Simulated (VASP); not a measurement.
The system is V.

```
CELL_PARAMETERS angstrom
4.21994 0.00000 0.00000
-2.10997 3.65457 0.00000
0.00000 0.00000 4.04389
ATOMIC_POSITIONS crystal
V 0.00000 0.00000 0.25000
V 0.00000 0.00000 0.75000
V 0.33333 0.66667 0.75000
V 0.66667 0.33333 0.25000
```

```yaml
Program: VASP 6.6.1
Task: relaxation of cell and atoms
Functional: PBE
Potentials_or_basis: VASP PAW PBE potentials, release 64 (V_sv)
Cutoff: 600 eV
k_mesh: 6 × 6 × 4
Occupations: gaussian, width 0.1 eV
Spin: no spin polarisation
```

At the start: pressure 3.5 GPa; volume 15.59 Å³/atom.

Problem. How do energy, volume and symmetry change on relaxing?

Solution. Over 4 steps the energy falls by 8.8 meV/atom and the volume is 15.92 Å³/atom (+2.1 %); space group P6_3/mmc (No. 194, to 0.05 Å).

The path:
| step | energy change (eV) | largest force (eV/Å) | pressure (GPa) | volume (Å³) |
| --- | --- | --- | --- | --- |
| 1 | 0.0000 | 0.0000 | 3.46 | 62.37 |
| 2 | -0.0152 | 0.0000 | -3.30 | 65.43 |
| 3 | -0.0322 | 0.0000 | -0.67 | 64.09 |
| 4 | -0.0351 | 0.0000 | -0.05 | 63.67 |

Final structure:
```cif
data_structure
_symmetry_space_group_name_H-M 'P 1'
_symmetry_Int_Tables_number 1
_cell_length_a 4.2134
_cell_length_b 4.2134
_cell_length_c 4.1413
_cell_angle_alpha 90.000
_cell_angle_beta 90.000
_cell_angle_gamma 120.000
_cell_volume 63.67
loop_
_atom_site_label
_atom_site_type_symbol
_atom_site_fract_x
_atom_site_fract_y
_atom_site_fract_z
_atom_site_occupancy
V1 V 0.00000 0.00000 0.25000 1
V2 V 0.00000 0.00000 0.75000 1
V3 V 0.33333 0.66667 0.75000 1
V4 V 0.66667 0.33333 0.25000 1
```

Caveat: the k points lie up to 0.38 Å⁻¹ apart in the final cell.
